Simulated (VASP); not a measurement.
**BP: single point with PBE**

Crystal: BP.

```
B P
1.0
     0.00000    2.31879    2.31879
     2.31879    0.00000    2.31879
     2.31879    2.31879    0.00000
B P
1 1
Direct
  0.00000 0.00000 0.00000
  0.25000 0.25000 0.25000
```

```
Program                : VASP 6.6.1
Task                   : single point
Functional             : PBE
Potentials or basis    : VASP PAW PBE potentials, release 64 (B, P)
Cutoff                 : 500 eV
k mesh                 : 10 × 10 × 10
Occupations            : gaussian, width 0.02 eV
Spin                   : no spin polarisation
Dipole correction      : no
Further INCAR settings : ALGO = Normal; EDIFF = 1e-06; NBANDS = 11
```

* Pressure: -8.6 GPa
* Band gap on the k mesh: 1.33 eV (least direct gap 3.31 eV)

Levels at points of the mesh, in eV from the valence-band top:
```csv
k point,band 2,band 3,band 4,band 5,band 6,band 7
"(0.00, 0.00, 0.00)",0.00,0.00,0.00,3.31,3.31,3.31
"(0.50, 0.00, 0.00)",-8.58,-1.68,-1.68,3.40,4.67,4.67
"(0.50, 0.50, 0.00)",-8.25,-3.88,-3.88,1.46,1.72,11.52
```

Wall time 6.4 s on 1 thread of Intel(R) Xeon(R) Platinum 8259CL CPU @ 2.50GHz (Skylake/Cascade Lake), with other jobs on the host, peak memory 0.14 GiB.

Caveat: the cell stands under tension. A k mesh can miss the band edges.
